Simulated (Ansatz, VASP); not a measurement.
## Two plane-wave programs on Si

```
CELL_PARAMETERS angstrom
-1.58600 1.58600 1.58600
1.58600 -1.58600 1.58600
1.58600 1.58600 -1.58600
ATOMIC_POSITIONS crystal
Si 0.00000 0.00000 0.00000
```

Alike in both runs: task single point; functional PBEsol; k mesh 16 × 16 × 16; occupations fermi-dirac, width 0.1 eV; no spin polarisation.

|  | VASP | Ansatz |
| --- | --- | --- |
| version | VASP 6.6.1 | Ansatz 0.2.0 |
| potentials or method | VASP PAW PBE potentials, release 64 (Si), cutoff 520 eV | plane waves (420 eV) with PAW, scalar-relativistic |
| valence electrons in the cell | 4 | 4 |

Ansatz gave:

* pressure (GPa): -9.0

Estimate VASP's values.

pressure (GPa): -8.9.

VASP's potentials were made for PBE, not for PBEsol, and Ansatz warns of the same on its side.
